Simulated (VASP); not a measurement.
Set up this calculation in VASP 6.6.1, as the native input.

| Item | Value |
| --- | --- |
| Task | single point |
| Functional | r2SCAN |
| Potentials or basis | VASP PAW PBE potentials, release 64 (Cd, S) |
| Cutoff | 550 eV |
| k mesh | 6 × 6 × 6 |
| Occupations | gaussian, width 0.01 eV |
| Spin | no spin polarisation |
| Dipole correction | no |
| Further INCAR settings | ALGO = Normal; EDIFF = 1e-06; NBANDS = 16 |

CdS:

```
Cd S
1.0
     0.00000    2.99686    2.99686
     2.99686    0.00000    2.99686
     2.99686    2.99686    0.00000
Cd S
1 1
Direct
  0.00000 0.00000 0.00000
  0.25000 0.25000 0.25000
```

One way to write it, as run:

POSCAR

```
CdS
1.0
    0.0000000000      2.9968611407      2.9968611407
    2.9968611407      0.0000000000      2.9968611407
    2.9968611407      2.9968611407      0.0000000000
Cd S
1 1
Direct
    0.0000000000      0.0000000000      0.0000000000
    0.2500000000      0.2500000000      0.2500000000
```

INCAR.step1

```
SYSTEM = CdS
PREC = Accurate
ENCUT = 550
ISMEAR = 0
SIGMA = 0.01
LREAL = .False.
LASPH = .True.
NELM = 120
NBANDS = 16
GGA = PE
ALGO = Normal
EDIFF = 1E-5
LWAVE = .True.
LCHARG = .False.
GGA_COMPAT = .False.
```

INCAR.step2

```
SYSTEM = CdS
PREC = Accurate
ENCUT = 550
EDIFF = 1E-6
ISMEAR = 0
SIGMA = 0.01
LREAL = .False.
LASPH = .True.
NELM = 120
ALGO = Normal
ISIF = 2
LWAVE = .False.
LCHARG = .False.
METAGGA = R2SCAN
LMIXTAU = .True.
NBANDS = 16
ISTART = 1
GGA_COMPAT = .False.
```

KPOINTS

```
Automatic mesh
0
Gamma
  6 6 6
  0 0 0
```

Potentials or basis: VASP PAW PBE potentials, release 64 (Cd, S).

Command:

```sh
$ cat potpaw_PBE.64/Cd/POTCAR potpaw_PBE.64/S/POTCAR > POTCAR
$ cp INCAR.step1 INCAR
$ mpirun -np 1 vasp_std > vasp.out
$ cp INCAR.step2 INCAR
$ mpirun -np 1 vasp_std > vasp.out
```

It gave:

| Item | Value |
| --- | --- |
| Pressure | -2.9 GPa |
| Band gap on the k mesh | 1.40 eV |

Caveat: the PAW data sets were made with another functional, which shifts forces and pressure a little.

It took 25 s on 1 thread of Intel(R) Xeon(R) 6975P-C (Granite Rapids) (shared host), peak memory 0.18 GiB.
